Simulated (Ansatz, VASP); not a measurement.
## Two plane-wave programs on Zr2PbO

```
Zr Pb O
1.0
     4.23414    0.00000    0.00000
     0.00000    4.23414    0.00000
     0.00000    0.00000    8.42200
Zr Pb O
4 2 2
Direct
  0.00000 0.00000 0.00000
  0.50000 0.50000 0.00000
  0.00000 0.50000 0.67469
  0.50000 0.00000 0.32531
  0.00000 0.50000 0.30047
  0.50000 0.00000 0.69953
  0.00000 0.50000 0.91424
  0.50000 0.00000 0.08576
```

Change from the starting cell: species swapped into the Ce2BiN type (P4/nmm, No. 129).

Alike in both runs: task relaxation of cell and atoms; functional PBE; k mesh 4 × 4 × 2; occupations gaussian, width 0.1 eV; no spin polarisation.

|  | VASP | Ansatz |
| --- | --- | --- |
| version | VASP 6.6.1 | Ansatz 0.2.0 |
| potentials or method | VASP PAW PBE potentials, release 64 (Zr_sv, Pb_d, O), cutoff 600 eV | scalar-relativistic, plane waves, PAW |
| valence electrons in the cell | 88 | 88 |

```csv
,VASP,Ansatz,Ansatz less VASP
"gap on the k mesh at the Fermi level, each at its own relaxed structure (eV)",none,none,-
relaxed volume (Å³/atom),19.21,19.19,-0.026
relaxed length of the cell vector where the two differ most in proportion (Å),8.345,8.340,-0.0044
```

A gap of «none» marks a metal or a gap that the smearing closes.

The k mesh is coarse, so the values compare programs but aren't converged. Neither program's run includes spin-orbit coupling.
